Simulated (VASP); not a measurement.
# Ta (Im-3m) in VASP: a series of runs, part 2 of 2

VASP 6.6.1.

**3. Single point, r2SCAN**

The input, POSCAR:

```
Ta
1.0
   -1.6533592789      1.6533592789      1.6533592789
    1.6533592789     -1.6533592789      1.6533592789
    1.6533592789      1.6533592789     -1.6533592789
Ta
1
Direct
    0.0000000000      0.0000000000      0.0000000000
```

The input, INCAR.step1:

```
PREC = Accurate
ENCUT = 520
ISMEAR = -1
SIGMA = 0.03
LREAL = F
LASPH = T
NELM = 80
NBANDS = 12
GGA = PE
ALGO = Normal
EDIFF = 1E-4
LWAVE = T
LCHARG = F
```

The input, INCAR.step2:

```
PREC = Accurate
ENCUT = 520
EDIFF = 1E-6
ISMEAR = -1
SIGMA = 0.03
LREAL = F
LASPH = T
NELM = 80
ALGO = Normal
ISIF = 2
LWAVE = F
LCHARG = F
METAGGA = R2SCAN
LMIXTAU = T
NBANDS = 12
ISTART = 1
```

The input, KPOINTS:

```
regular mesh
0
Gamma
  13 13 13
```

Potentials or basis: VASP PAW PBE potentials, release 64 (Ta_pv).

Started as:

```sh
cat potpaw_PBE.64/Ta_pv/POTCAR > POTCAR
cp INCAR.step1 INCAR
mpirun -np 1 vasp_std > vasp.out
cp INCAR.step2 INCAR
mpirun -np 1 vasp_std > vasp.out
```

Wall time 54 s (1 thread of Intel Xeon 8259CL, shared host); peak memory 0.16 GiB.

It converged, with:

- Free energy: -48.5835 eV
- Pressure: 0.7 GPa

Levels at points of the mesh, in eV from the Fermi level:
```
           k point  band 2  band 3  band 4  band 5  band 6  band 7  band 8  band 9
(0.00, 0.00, 0.00)  -34.22  -34.22   -8.30    0.86    0.86    0.86    4.34    4.34
```

Caveat: the PAW data sets were made with another functional, which shifts forces and pressure a little; spin-orbit coupling is left out, which moves the levels of the heavy elements.

**4. Single point, r2SCAN**

POSCAR is that of step 3.

Edit INCAR.step1 of step 3 so:

```diff
@@ -3,6 +3,6 @@
 ISMEAR = -1
-SIGMA = 0.03
+SIGMA = 0.2
 LREAL = F
 LASPH = T
-NELM = 80
+NELM = 100
 NBANDS = 12
```

The input, INCAR.step2:

```
PREC = Accurate
ENCUT = 520
EDIFF = 1E-7
ISMEAR = -1
SIGMA = 0.2
LREAL = F
LASPH = T
NELM = 100
ALGO = Normal
ISIF = 2
LWAVE = F
LCHARG = F
METAGGA = R2SCAN
LMIXTAU = T
NBANDS = 12
ISTART = 1
```

KPOINTS is that of step 3.

Started as:

```sh
cat potpaw_PBE.64/Ta_pv/POTCAR > POTCAR
cp INCAR.step1 INCAR
mpirun -np 1 vasp_std > vasp.out
cp INCAR.step2 INCAR
mpirun -np 1 vasp_std > vasp.out
```

Wall time 74 s (1 thread of Intel Xeon 8259CL, shared host); peak memory 0.15 GiB.

It converged, with:

```yaml
Free_energy: -48.6614 eV
Pressure: 1.0 GPa
```

Levels at points of the mesh, in eV from the Fermi level:
```csv
k point,band 3,band 4,band 5,band 6,band 7,band 8,band 9,band 10
"(0.00, 0.00, 0.00)",-34.28,-8.36,0.79,0.79,0.79,4.27,4.27,12.06
```

Caveat: the PAW data sets were made with another functional, which shifts forces and pressure a little; spin-orbit coupling is left out, which moves the levels of the heavy elements.

**5. Single point, r2SCAN**

POSCAR is that of step 4.

The input, INCAR.step1:

```
SYSTEM = Ta
ALGO = Normal ; EDIFF = 1E-4
ENCUT = 520 ; GGA = PE
ISMEAR = -1 ; LASPH = .TRUE.
LCHARG = .FALSE. ; LREAL = .FALSE.
LWAVE = .TRUE. ; NBANDS = 12
NELM = 60 ; PREC = Accurate
SIGMA = 0.3
```

The input, INCAR.step2:

```
SYSTEM = Ta
ALGO = Normal ; EDIFF = 1E-6
ENCUT = 520 ; ISIF = 2
ISMEAR = -1 ; ISTART = 1
LASPH = .TRUE. ; LCHARG = .FALSE.
LMIXTAU = .TRUE. ; LREAL = .FALSE.
LWAVE = .FALSE. ; METAGGA = R2SCAN
NBANDS = 12 ; NELM = 60
PREC = Accurate ; SIGMA = 0.3
```

The input, KPOINTS:

```
k-points
0
G
  13 13 13
  0 0 0
```

Potentials or basis: VASP PAW PBE potentials, release 64 (Ta_pv).

Started as:

```sh
cat potpaw_PBE.64/Ta_pv/POTCAR > POTCAR
cp INCAR.step1 INCAR
mpirun -np 1 vasp_std > vasp.out
cp INCAR.step2 INCAR
mpirun -np 1 vasp_std > vasp.out
```

OUTCAR:

```text
SYSTEM = Ta
   EDIFF = 1E-6
   ENCUT = 520
   ISIF = 2
   ISMEAR = -1
   ISTART = 1
   LASPH = .TRUE.
   LREAL = .FALSE.
   METAGGA = R2SCAN
   NELM = 60
   PREC = Accurate

 ion  position               nearest neighbor table
   1  0.000  0.000  0.000-

  LATTYP: Found a body centered cubic cell.
 ALAT       =     3.3067185578

  Lattice vectors:

 A1 = (  -1.6533592789,   1.6533592789,   1.6533592789)
 A2 = (   1.6533592789,  -1.6533592789,   1.6533592789)
 A3 = (   1.6533592789,   1.6533592789,  -1.6533592789)

Analysis of symmetry for initial positions (statically):
[... 529 lines left out ...]
      5       4.1983      1.96432
      6       4.5916      1.87374
      7       9.3964      0.00000
      8      10.0534      0.00000
      9      11.0948      0.00000
     10      17.4149      0.00000
     11      20.6905      0.00000
     12      20.8956      0.00000

 [... further k-points ...]
[... 5 lines left out ...]
  --------------------------------------------------------------------------------------
  -------------------------------------------------------------------------------------
  Total        0.2067785      0.2067785      0.2067785     -0.0000000     -0.0000000      0.0000000
  in kB       18.3254300     18.3254300     18.3254300     -0.0000000     -0.0000000      0.0000000
  external PRESSURE =      18.3254300 kB  Pullay stress =       0.0000000 kB

 VOLUME and BASIS-vectors are now :
 -----------------------------------------------------------------------------
  energy-cutoff  :      520.00
  volume of cell :       18.08
      direct lattice vectors                 reciprocal lattice vectors
    -1.653359279  1.653359279  1.653359279     0.000000000  0.302414609  0.302414609
     1.653359279 -1.653359279  1.653359279     0.302414609  0.000000000  0.302414609
     1.653359279  1.653359279 -1.653359279     0.302414609  0.302414609  0.000000000

 POSITION                                       TOTAL-FORCE (eV/Angst)
 -----------------------------------------------------------------------------------
      0.00000      0.00000      0.00000         0.000000     -0.000000      0.000000
 -----------------------------------------------------------------------------------
    total drift:                                0.000000      0.000000      0.000000

  FREE ENERGIE OF THE ION-ELECTRON SYSTEM (eV)
  ---------------------------------------------------
  free  energy   TOTEN  =       -48.7537555337 eV

  energy  without entropy=      -48.4322762345  energy(sigma->0) =      -48.59301588
```

It took 53 s on 1 thread of Intel Xeon 8259CL, shared host; peak memory 0.16 GiB.

What came out:

| Item | Value |
| --- | --- |
| Free energy | -48.7538 eV |
| Pressure | 1.8 GPa |

Caveat: the PAW data sets were made with another functional, which shifts forces and pressure a little; spin-orbit coupling is left out, which moves the levels of the heavy elements.

**6. Single point, r2SCAN (volume scaled by 0.88)**

The input, POSCAR:

```
Ta
1.0
   -1.5843876681      1.5843876681      1.5843876681
    1.5843876681     -1.5843876681      1.5843876681
    1.5843876681      1.5843876681     -1.5843876681
Ta
1
Direct
    0.0000000000      0.0000000000      0.0000000000
```

The input, INCAR.step1:

```
ALGO = Normal
EDIFF = 1E-4
ENCUT = 520
GGA = PE
ISMEAR = -1
LASPH = T
LCHARG = F
LREAL = F
LWAVE = T
NBANDS = 12
NELM = 60
PREC = Accurate
SIGMA = 0.1
```

The input, INCAR.step2:

```
ALGO = Normal
EDIFF = 1E-6
ENCUT = 520
ISIF = 2
ISMEAR = -1
ISTART = 1
LASPH = T
LCHARG = F
LMIXTAU = T
LREAL = F
LWAVE = F
METAGGA = R2SCAN
NBANDS = 12
NELM = 60
PREC = Accurate
SIGMA = 0.1
```

The input, KPOINTS:

```
k-points
0
Gamma
  22 22 22
```

Potentials or basis: VASP PAW PBE potentials, release 64 (Ta_pv).

Started as:

```sh
cat potpaw_PBE.64/Ta_pv/POTCAR > POTCAR
cp INCAR.step1 INCAR
mpirun -np 1 vasp_std > vasp.out
cp INCAR.step2 INCAR
mpirun -np 1 vasp_std > vasp.out
```

Run time: 69 s. Hardware: 1 thread of Intel Xeon 6975P-C (Granite Rapids), shared host; peak memory 0.17 GiB.

It converged, with:

* Free energy: -48.3909 eV
* Pressure: 33.3 GPa

Levels at points of the mesh, in eV from the Fermi level:
| k point | band 4 | band 5 | band 6 | band 7 | band 8 | band 9 |
| --- | --- | --- | --- | --- | --- | --- |
| (0.00, 0.00, 0.00) | -8.79 | 0.81 | 0.81 | 0.81 | 4.76 | 4.76 |
| (0.50, 0.00, 0.00) | -5.18 | -2.00 | 2.18 | 4.74 | 5.95 | 9.39 |
| (0.50, 0.50, 0.50) | -4.81 | -4.81 | 8.19 | 8.19 | 8.19 | 10.32 |

Caveat: the PAW data sets were made with another functional, which shifts forces and pressure a little; spin-orbit coupling is left out, which moves the levels of the heavy elements.

**7. Summary**

| cell | k mesh | smearing | gap on the mesh (eV) | pressure (GPa) |
| --- | --- | --- | --- | --- |
| a = 2.864 Å, angles 109.5°, 1 atom | 13 × 13 × 13 | fermi-dirac 0.01 eV | none | 0.6 |
| a = 2.864 Å, angles 109.5°, 1 atom | 13 × 13 × 13 | fermi-dirac 0.03 eV | none | 0.7 |
| a = 2.864 Å, angles 109.5°, 1 atom | 13 × 13 × 13 | fermi-dirac 0.2 eV | none | 1.0 |
| a = 2.864 Å, angles 109.5°, 1 atom | 13 × 13 × 13 | fermi-dirac 0.3 eV | none | 1.8 |
| a = 2.744 Å, angles 109.5°, 1 atom | 22 × 22 × 22 | fermi-dirac 0.1 eV | none | 33.3 |

Alike in all rows: task single point; level r2SCAN; potentials or basis VASP PAW PBE potentials, release 64 (Ta_pv); no spin polarisation; cutoff (eV) 520.

Every run on the cell as given and a fine mesh finds a metal.

Caveats: the PAW data sets were made with another functional, which shifts forces and pressure a little; spin-orbit coupling is left out, which moves the levels of the heavy elements.

Absolute energies hang on the potentials; compare differences alone.
